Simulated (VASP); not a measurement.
**NdMo: single point with PBE**

NdMo:

```
Nd Mo
1.0
    -2.15849   -3.73773   -0.00015
    -0.00629    2.49526   -6.61292
     6.47304   -3.73646    0.00881
Nd Mo
4 4
Direct
  0.85047 0.70091 0.95029
  0.35035 0.70111 0.45039
  0.64924 0.29897 0.54964
  0.14950 0.29894 0.04981
  0.97923 0.95822 0.65988
  0.47933 0.95840 0.15983
  0.52088 0.04164 0.84007
  0.02099 0.04181 0.34007
```

```yaml
Program: VASP 6.6.1
Task: single point
Functional: PBE
Potentials_or_basis: VASP PAW PBE potentials, release 64 (Nd_3, Mo_sv), 4f in core
Cutoff: 500 eV
k_mesh: 6 × 6 × 4
Occupations: gaussian, width 0.2 eV
Spin: no spin polarisation
```

- Pressure: 0.2 GPa
- Largest force: 0.032 eV/Å
- Band gap on the k mesh: zero (bands 50 and 51 overlap by 0.67 eV)

Forces in eV/Å, atoms in the order of the input:
```
Nd   0.000 -0.002  0.007
Nd  -0.005 -0.001  0.012
Nd  -0.001 -0.004 -0.011
Nd  -0.004  0.002 -0.011
Mo   0.013 -0.002  0.019
Mo   0.017 -0.006  0.027
Mo  -0.011  0.006 -0.024
Mo  -0.009  0.007 -0.018
```

Stress tensor (GPa, compression positive):
```
 0.18  0.00 -0.01
 0.00  0.19  0.01
-0.01  0.01  0.26
```

Levels at points of the mesh, in eV from the Fermi level:
```csv
k point,band 46,band 47,band 48,band 49,band 50,band 51,band 52,band 53,band 54,band 55
"(0.00, 0.00, 0.00)",-1.18,-0.92,-0.91,-0.70,0.20,0.21,0.95,0.96,1.14,1.30
"(0.50, 0.00, 0.00)",-0.61,-0.39,-0.39,-0.34,-0.34,0.23,0.24,0.63,0.64,1.14
"(0.00, 0.50, 0.00)",-1.08,-0.72,-0.67,-0.66,0.37,0.39,0.39,0.41,0.68,0.87
"(0.50, 0.50, 0.00)",-0.61,-0.39,-0.39,-0.34,-0.34,0.23,0.23,0.63,0.64,1.14
"(0.00, 0.00, 0.50)",-1.13,-0.88,-0.88,-0.15,-0.14,0.03,0.03,0.78,0.78,1.31
"(0.50, 0.00, 0.50)",-1.30,-0.71,-0.69,0.20,0.36,0.67,0.89,1.13,1.31,1.56
"(0.00, 0.50, 0.50)",-1.19,-0.74,-0.74,-0.37,-0.36,-0.29,-0.29,0.75,0.75,1.52
"(0.50, 0.50, 0.50)",-1.30,-0.71,-0.69,0.20,0.36,0.67,0.89,1.13,1.31,1.56
```

Wall time 8.3 min on 1 thread of Intel(R) Xeon(R) 6975P-C (Granite Rapids) (shared host), peak memory 0.78 GiB.

Caveat: spin-orbit coupling is left out, which moves the levels of the heavy elements; the 4f electrons are frozen in the core, so they carry no moment and show no levels. Spin polarisation is off, so any magnetic state and its effect on volume and gap are missing.
